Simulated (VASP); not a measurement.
# Mg (a cell with a defect) in VASP: further runs

Mg (a cell with a defect) is run at these levels: PBEsol; tasks: single point.

Everything below comes from runs of VASP 6.6.1. Logs are shortened: lines on timing, memory, paths and dates and some standing lists are left out, and cuts for length are marked.

## 1. The cell of the first run

The cell holds a defect, 7 atoms: a = 6.348 Å, b = 6.348 Å, c = 6.348 Å, α = 60.00°, β = 60.00°, γ = 60.00°.

## 2. Single point, PBEsol

INCAR reads:

```
PREC = Accurate
ENCUT = 520
EDIFF = 1E-6
ISMEAR = 0
SIGMA = 0.1
LREAL = F
LASPH = T
NELM = 120
ALGO = Normal
ISIF = 2
LWAVE = F
LCHARG = F
GGA = PS
NBANDS = 16
GGA_COMPAT = F
```

KPOINTS reads:

```
Automatic mesh
0
Gamma
  2 2 2
```

POSCAR reads:

```
Mg
1.0
    0.0000000000      4.4885120000      4.4885120000
    4.4885120000      0.0000000000      4.4885120000
    4.4885120000      4.4885120000      0.0000000000
Mg
7
Direct
    0.0000000000      0.0000000000      0.5000000000
    0.0000000000      0.5000000000      0.0000000000
    0.0000000000      0.5000000000      0.5000000000
    0.5000000000      0.0000000000      0.0000000000
    0.5000000000      0.0000000000      0.5000000000
    0.5000000000      0.5000000000      0.0000000000
    0.5000000000      0.5000000000      0.5000000000
```

Potentials or basis: VASP PAW PBE potentials, release 64 (Mg).

The run is started by

```sh
$ cat potpaw_PBE.64/Mg/POTCAR > POTCAR
$ mpirun -np 1 vasp_std > vasp.out
```

OUTCAR:

```text
PREC = Accurate
   ENCUT = 520
   EDIFF = 1E-6
   ISMEAR = 0
   LREAL = F
   LASPH = T
   NELM = 120
   ISIF = 2
   GGA = PS

 ion  position               nearest neighbor table
   1  0.000  0.000  0.500-   3 3.17   5 3.17   2 3.17   4 3.17   2 3.17   3 3.17   7 3.17   4 3.17
                             5 3.17   7 3.17
   2  0.000  0.500  0.000-   3 3.17   6 3.17   1 3.17   3 3.17   7 3.17   1 3.17   4 3.17   4 3.17
                             6 3.17   7 3.17
   3  0.000  0.500  0.500-   1 3.17   2 3.17   7 3.17   2 3.17   6 3.17   1 3.17   5 3.17   5 3.17
                             6 3.17   7 3.17
   4  0.500  0.000  0.000-   5 3.17   6 3.17   1 3.17   5 3.17   7 3.17   2 3.17   6 3.17   7 3.17
                             1 3.17   2 3.17
   5  0.500  0.000  0.500-   1 3.17   4 3.17   7 3.17   4 3.17   6 3.17   3 3.17   6 3.17   7 3.17
                             1 3.17   3 3.17
   6  0.500  0.500  0.000-   2 3.17   4 3.17   7 3.17   3 3.17   5 3.17   7 3.17   4 3.17   5 3.17
                             2 3.17   3 3.17
   7  0.500  0.500  0.500-   3 3.17   5 3.17   6 3.17   2 3.17   4 3.17   6 3.17   1 3.17   4 3.17
                             5 3.17   1 3.17   2 3.17   3 3.17

  LATTYP: Found a face centered cubic cell.
 ALAT       =     8.9770240000

  Lattice vectors:

 A1 = (   0.0000000000,   4.4885120000,   4.4885120000)
 A2 = (   4.4885120000,   0.0000000000,   4.4885120000)
 A3 = (   4.4885120000,   4.4885120000,   0.0000000000)

Analysis of symmetry for initial positions (statically):
=====================================================================
 Subroutine PRICEL returns:
 Original cell was already a primitive cell.

 Routine SETGRP: Setting up the symmetry group for a
 face centered cubic supercell.

 Subroutine GETGRP returns: Found 48 space group operations
 (whereof 48 operations were pure point group operations)
 out of a pool of 48 trial point group operations.

The static configuration has the point symmetry O_h .

Analysis of symmetry for dynamics (positions and initial velocities):
=====================================================================
 Subroutine PRICEL returns:
 Original cell was already a primitive cell.

 Routine SETGRP: Setting up the symmetry group for a
 face centered cubic supercell.

 Subroutine GETGRP returns: Found 48 space group operations
 (whereof 48 operations were pure point group operations)
 out of a pool of 48 trial point group operations.

The dynamic configuration has the point symmetry O_h .

 Subroutine INISYM returns: Found 48 space group operations
 (whereof 48 operations are pure point group operations),
 and found     1 'primitive' translations

----------------------------------------------------------------------------------------

                                     Primitive cell

  volume of cell :     180.8578

  direct lattice vectors                    reciprocal lattice vectors
     0.000000000  4.488512000  4.488512000    -0.111395491  0.111395491  0.111395491
     4.488512000  0.000000000  4.488512000     0.111395491 -0.111395491  0.111395491
     4.488512000  4.488512000  0.000000000     0.111395491  0.111395491 -0.111395491

  length of vectors
     6.347714545  6.347714545  6.347714545     0.192942651  0.192942651  0.192942651

  position of ions in fractional coordinates (direct lattice)
     0.000000000  0.000000000  0.500000000
     0.000000000  0.500000000  0.000000000
     0.000000000  0.500000000  0.500000000
     0.500000000  0.000000000  0.000000000
     0.500000000  0.000000000  0.500000000
     0.500000000  0.500000000  0.000000000
     0.500000000  0.500000000  0.500000000

  ion indices of the primitive-cell ions
   primitive index   ion index
                 1           1
                 2           2
                 3           3
                 4           4
                 5           5
                 6           6
                 7           7

----------------------------------------------------------------------------------------

 KPOINTS: Automatic mesh

Automatic generation of k-mesh.
 Grid dimensions read from file:
 generate k-points for:    2    2    2

 Generating k-lattice:

  Cartesian coordinates                     Fractional coordinates (reciprocal lattice)
    -0.055697746  0.055697746  0.055697746     0.500000000  0.000000000  0.000000000
     0.055697746 -0.055697746  0.055697746     0.000000000  0.500000000  0.000000000
     0.055697746  0.055697746 -0.055697746     0.000000000  0.000000000  0.500000000

  Length of vectors
     0.096471325  0.096471325  0.096471325

  Shift w.r.t. Gamma in fractional coordinates (k-lattice)
     0.000000000  0.000000000  0.000000000

 Subroutine IBZKPT returns following result:
 ===========================================

 Found      3 irreducible k-points:

 Following reciprocal coordinates:
            Coordinates               Weight
  0.000000  0.000000  0.000000      1.000000
  0.500000  0.000000  0.000000      4.000000
  0.500000  0.500000  0.000000      3.000000
   k-points           NKPTS =      3   k-points in BZ     NKDIM =      3   number of bands    NBANDS=     16
   number of dos      NEDOS =    301   number of ions     NIONS =      7
   total plane-waves  NPLWV = 110592
   dimension x,y,z NGX =    48 NGY =   48 NGZ =   48
   dimension x,y,z NGXF=    96 NGYF=   96 NGZF=   96
   ions per type =               7
   NGX,Y,Z   is equivalent  to a cutoff of  12.57, 12.57, 12.57 a.u.
   NGXF,Y,Z  is equivalent  to a cutoff of  25.14, 25.14, 25.14 a.u.
 SYSTEM =  unknown system
   PREC   = accura    normal or accurate (medium, high low for compatibility)
   ISTART =      0    job   : 0-new  1-cont  2-samecut
   ICHARG =      2    charge: 1-file 2-atom 10-const
   ISPIN  =      1    spin polarized calculation?
   LNONCOLLINEAR =      F non collinear calculations
   LSORBIT =      F    spin-orbit coupling
   LASPH  =      T    aspherical Exc in radial PAW
   ENCUT  =  520.0 eV  38.22 Ry    6.18 a.u.  11.80 11.80 11.80*2*pi/ulx,y,z
   NELM   =    120;   NELMIN=  2; NELMDL= -5     # of ELM steps
   EDIFF  = 0.1E-05   stopping-criterion for ELM
   LREAL  =      F    real-space projection
   EDIFFG = 0.1E-04   stopping-criterion for IOM
   NSW    =      0    number of steps for IOM
   IBRION =     -1    ionic relax: 0-MD 1-quasi-New 2-CG
   NFREE  =      0    steps in history (QN), initial steepest desc. (CG)
   ISIF   =      2    stress and relaxation
   ISYM   =      2    0-nonsym 1-usesym 2-fastsym
   POTIM  = 0.5000    time-step for ionic-motion
   TEBEG  =    0.0;   TEEND  =   0.0 temperature during run
   PSTRESS=    0.0 pullay stress
   NELECT =      14.0000    total number of electrons
   NUPDOWN=      -1.0000    fix difference up-down
   EMIN   =  10.00;   EMAX   =-10.00  energy-range for DOS
   EFERMI =   0.00;   METHOD = LEGACY
   ISMEAR =     0;   SIGMA  =   0.10  broadening in eV -4-tet -1-fermi 0-gaus
   EFERMI_NEDOS =   21; number of points for ismear=-14 and -15
   IALGO  =     38    algorithm
   IMIX   =      4    mixing-type and parameters
     AMIX     =   0.40;   BMIX     =  1.00
     AMIX_MAG =   1.60;   BMIX_MAG =  1.00
  volume/ion in A,a.u.               =      25.84       174.36
  Fermi-wavevector in a.u.,A,eV,Ry     =   0.697705  1.318471  6.623209  0.486792
  Thomas-Fermi vector in A             =   1.781106
   LORBIT       =      0    0 simple, 1 ext, 2 COOP (PROOUT), +10 PAW based schemes
   GGA     = PS    functional components
   LHFCALC =     F    Hartree Fock is set to
   AEXX    =    0.0000 exact exchange contribution
   IVDW    =     0    specifies the selected vdW correction
   LEPSILON=     F    determine dielectric tensor
   LRPA    =     F    only Hartree local field effects (RPA)
 non-spin polarized calculation
 Gauss-broadening in eV      SIGMA  =   0.10
  energy-cutoff  :      520.00
  volume of cell :      180.86
 maximum number of plane-waves:      4909
 NGX is ok and might be reduce to    48
   NGX = 23   NGY = 23   NGZ = 23

 number of electron      14.0000000 magnetization

 Free energy of the ion-electron system (eV)
  ---------------------------------------------------
  ext. energy  EPLUGINS =         0.00000000
  ---------------------------------------------------
  free energy    TOTEN  =       -12.17824316 eV

  energy without entropy =      -12.14994169  energy(sigma->0) =      -12.16409242

 E-fermi :   1.1452     XC(G=0):  -8.0990

 val. band max:        1.1450984239   @ k =   0.5000   0.0000   0.0000
 cond. band min:       1.6791951839   @ k =   0.0000   0.0000   0.0000
 fundamental gap:      0.5340967600
 Fermi energy:         1.1451630711

 k-point     1 :       0.0000    0.0000    0.0000
  band No.  band energies     occupation
      1      -4.5849      2.00000
      2       0.2010      2.00000
      3       0.7177      2.00000
      4       0.7177      2.00000
      5       0.7177      2.00000
      6       0.9119      1.99903
      7       0.9119      1.99903
      8       0.9119      1.99903
      9       1.6792      0.00000
     10       2.5372      0.00000
     11       2.5372      0.00000
     12       2.5372      0.00000
     13       3.2247      0.00000
     14       3.2247      0.00000
     15       4.2249      0.00000
     16       8.6761      0.00000

 k-point     2 :       0.5000    0.0000    0.0000
  band No.  band energies     occupation
      1      -3.4270      2.00000
      2      -2.9744      2.00000
      3       0.0098      2.00000
      4       0.1190      2.00000
      5       0.1190      2.00000
      6       0.8011      2.00000
      7       0.8011      2.00000
      8       1.1451      1.00073
      9       3.9209      0.00000
     10       3.9209      0.00000
     11       4.0436      0.00000
     12       4.0436      0.00000
     13       4.2258      0.00000
     14       4.3604      0.00000
     15       7.0374      0.00000
     16       7.0755      0.00000

 k-point     3 :       0.5000    0.5000    0.0000
  band No.  band energies     occupation
      1      -2.9101      2.00000
      2      -2.6874      2.00000
      3      -1.2661      2.00000
      4      -0.9124      2.00000
      5      -0.9124      2.00000
      6      -0.0355      2.00000
      7       3.6175      0.00000
      8       3.6175      0.00000
      9       4.1496      0.00000
     10       4.2835      0.00000
     11       4.2835      0.00000
     12       4.5209      0.00000
     13       5.1518      0.00000
     14       5.6602      0.00000
     15       5.6602      0.00000
     16       5.7591      0.00000

------------------------ aborting loop because EDIFF is reached ----------------------------------------

  FORCE on cell =-STRESS in cart. coord.  units (eV):
  Direction    XX          YY          ZZ          XY          YZ          ZX
  --------------------------------------------------------------------------------------
  -------------------------------------------------------------------------------------
  Total       -1.2766604     -1.2766604     -1.2766604     -0.0000000      0.0000000     -0.0000000
  in kB      -11.3096402    -11.3096402    -11.3096402     -0.0000000      0.0000000     -0.0000000
  external PRESSURE =     -11.3096402 kB  Pullay stress =       0.0000000 kB

 VOLUME and BASIS-vectors are now :
 -----------------------------------------------------------------------------
  energy-cutoff  :      520.00
  volume of cell :      180.86
      direct lattice vectors                 reciprocal lattice vectors
     0.000000000  4.488512000  4.488512000    -0.111395491  0.111395491  0.111395491
     4.488512000  0.000000000  4.488512000     0.111395491 -0.111395491  0.111395491
     4.488512000  4.488512000  0.000000000     0.111395491  0.111395491 -0.111395491

 POSITION                                       TOTAL-FORCE (eV/Angst)
 -----------------------------------------------------------------------------------
      2.24426      2.24426      0.00000        -0.000000      0.000000     -0.000000
      2.24426      0.00000      2.24426         0.000000      0.000000      0.000000
      4.48851      2.24426      2.24426         0.000000      0.000000     -0.000000
      0.00000      2.24426      2.24426        -0.000000     -0.000000      0.000000
      2.24426      4.48851      2.24426        -0.000000     -0.000000     -0.000000
      2.24426      2.24426      4.48851        -0.000000     -0.000000     -0.000000
      4.48851      4.48851      4.48851        -0.000000     -0.000000      0.000000
 -----------------------------------------------------------------------------------
    total drift:                               -0.000000      0.000000      0.000000

  FREE ENERGIE OF THE ION-ELECTRON SYSTEM (eV)
  ---------------------------------------------------
  free  energy   TOTEN  =       -12.1782431555 eV

  energy  without entropy=      -12.1499416887  energy(sigma->0) =      -12.16409242
```

Wall time 22 s (1 thread of Intel Xeon 6975P-C (Granite Rapids), shared host); peak memory 0.28 GiB.

What came out:

- Free energy: -12.1782 eV
- Pressure: -1.1 GPa
- Band gap on the k mesh: zero (bands 7 and 8 overlap by 2.71 eV)

Caveat: the k points lie up to 0.61 Å⁻¹ apart, too coarse for converged energies and pressures of a metal; the PAW data sets were made with another functional, which shifts forces and pressure a little.

## 3. Single point, PBEsol

INCAR is that of step 2.

KPOINTS reads:

```
regular mesh
0
Gamma
  2 2 2
```

POSCAR: that of step 2 with these lines changed.

```diff
@@ -8,3 +8,3 @@
 Direct
-    0.0000000000      0.0000000000      0.5000000000
+    0.0000000000      0.0000000000      0.0000000000
     0.0000000000      0.5000000000      0.0000000000
```

Potentials or basis: VASP PAW PBE potentials, release 64 (Mg).

The run is started by

```sh
$ cat potpaw_PBE.64/Mg/POTCAR > POTCAR
$ mpirun -np 1 vasp_std > vasp.out
```

Wall time 23 s (1 thread of Intel Xeon 6975P-C (Granite Rapids), shared host); peak memory 0.28 GiB.

Results (log left out):

- Free energy: -12.1782 eV
- Pressure: -1.1 GPa
- Band gap on the k mesh: zero (bands 7 and 8 overlap by 2.71 eV)

Levels at points of the mesh, in eV from the Fermi level:
| k point | band 5 | band 6 | band 7 | band 8 | band 9 | band 10 | band 11 | band 12 |
| --- | --- | --- | --- | --- | --- | --- | --- | --- |
| (0.00, 0.00, 0.00) | -0.43 | -0.23 | -0.23 | -0.23 | 0.53 | 1.39 | 1.39 | 1.39 |
| (0.50, 0.00, 0.00) | -1.03 | -0.34 | -0.34 | 0.00 | 2.78 | 2.78 | 2.90 | 2.90 |
| (0.50, 0.50, 0.00) | -2.06 | -1.18 | 2.47 | 2.47 | 3.00 | 3.14 | 3.14 | 3.38 |

Caveat: the k points lie up to 0.61 Å⁻¹ apart, too coarse for converged energies and pressures of a metal; the PAW data sets were made with another functional, which shifts forces and pressure a little.
